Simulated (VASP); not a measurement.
BaS: single point with LDA

BaS:

```
CELL_PARAMETERS angstrom
0.00000 3.19375 3.19375
3.19375 0.00000 3.19375
3.19375 3.19375 0.00000
ATOMIC_POSITIONS crystal
Ba 0.00000 0.00000 0.00000
S 0.50000 0.50000 0.50000
```

| Item | Value |
| --- | --- |
| Program | VASP 6.6.1 |
| Task | single point |
| Functional | LDA |
| Potentials or basis | VASP PAW LDA potentials, release 64 (Ba_sv, S) |
| Cutoff | 500 eV |
| k mesh | 3 × 3 × 3 |
| Occupations | gaussian, width 0.01 eV |
| Spin | no spin polarisation |
| Dipole correction | no |
| Further INCAR settings | ALGO = Normal; EDIFF = 1e-06; NBANDS = 15 |

```
Pressure               : -1.6 GPa
Band gap on the k mesh : 2.19 eV, indirect (least direct gap 2.37 eV)
```

Levels at points of the mesh, in eV from the valence-band top:
| k point | band 5 | band 6 | band 7 | band 8 | band 9 | band 10 | band 11 | band 12 |
| --- | --- | --- | --- | --- | --- | --- | --- | --- |
| (0.00, 0.00, 0.00) | -10.31 | 0.00 | 0.00 | 0.00 | 3.29 | 3.67 | 3.67 | 3.67 |

It took 2.6 s on 1 thread of Intel(R) Xeon(R) 6975P-C (Granite Rapids), on a shared host, peak memory 0.16 GiB.

Caveat: the k points lie up to 0.57 Å⁻¹ apart; spin-orbit coupling is left out, which moves the levels of the heavy elements. Expect the measured gap to be larger: semilocal functionals such as LDA lack the derivative discontinuity.
